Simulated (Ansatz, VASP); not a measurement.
# Two plane-wave programs on Cr2O3

```xyz
10
Lattice="2.4755 1.4292 4.5219 -2.4755 1.4292 4.5219 0.0000 -2.8585 4.5219" Properties=species:S:1:pos:R:3 pbc="T T T"
Cr    0.0000    0.0000    4.7162
Cr    0.0000    0.0000    2.0666
Cr    0.0000    0.0000    8.8494
Cr    0.0000    0.0000   11.4990
O    -0.9649    1.4292    7.9133
O    -0.7553   -1.5503    7.9133
O     1.7202    0.1211    7.9133
O     0.9649   -1.4292    5.6523
O     0.7553    1.5503    5.6523
O    -1.7202   -0.1211    5.6523
```

Alike in both runs: task single point; functional PBE; k mesh 4 × 4 × 4; occupations gaussian, width 0.03 eV; collinear spin.

```csv
,VASP,Ansatz
version,VASP 6.6.1,Ansatz 0.2.0
potentials or method,"VASP PAW PBE potentials, release 64 (Cr_pv, O), cutoff 600 eV","PAW, plane waves, scalar-relativistic"
valence electrons in the cell,84,92
```

|  | VASP | Ansatz | Ansatz less VASP |
| --- | --- | --- | --- |
| gap on the k mesh at the Fermi level (eV) | 1.64 | 1.65 | +0.010 |
| pressure (GPa) | 4.4 | 4.0 | -0.42 |
| traceless stress, the component that is largest in VASP (GPa) | 0.80 | 0.80 | -0.004 |
| rms of the force components (eV/Å) | 0.152 | 0.152 | +0.0003 |
| net moment per atom (μB) | 0.00 | 0.00 | 0.000 |
| size of the moment on the site where the two differ most (μB) | 2.65 | 2.24 | -0.410 |

Site moments also hang on the region over which each program counts them. Atom by atom the forces differ by 0.008 eV/Å (rms over components). VASP's potentials hold 84 valence electrons a cell and Ansatz's 92, so a difference there can come from the potentials and not from the codes.
